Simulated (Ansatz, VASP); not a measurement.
**One calculation of CoSi4, two programs**

```xyz
5
Lattice="-2.6324 2.6324 2.6324 2.6324 -2.6324 2.6324 2.6324 2.6324 -2.6324" Properties=species:S:1:pos:R:3 pbc="T T T"
Co    0.0000    0.0000    0.0000
Si    1.3162    1.3162   -1.3162
Si    1.3162   -1.3162    1.3162
Si   -1.3162    1.3162    1.3162
Si    1.3162    1.3162    1.3162
```

Change from the starting cell: species swapped into the MnGa4 type (Im-3m, No. 229).

Alike in both runs: functional PBE; k mesh 10 × 10 × 10; occupations gaussian, width 0.1 eV; no spin polarisation.

Ansatz relaxed the structure, and its values are those at the end. VASP's run is a single point on that final structure, the one shown.

|  | VASP | Ansatz |
| --- | --- | --- |
| version | VASP 6.6.1 | Ansatz 0.2.0 |
| potentials or method | VASP PAW PBE potentials, release 64 (Co, Si), cutoff 520 eV | scalar-relativistic, plane waves, PAW |
| valence electrons in the cell | 25 | 33 |

```csv
,VASP,Ansatz,Ansatz less VASP
gap on the k mesh at the Fermi level (eV),none,none,-
pressure (GPa),0.1,0.0,-0.01
```

A gap of «none» marks a metal or a gap that the smearing closes. VASP's potentials hold 25 valence electrons a cell and Ansatz's 33, so a difference there can come from the potentials and not from the codes.
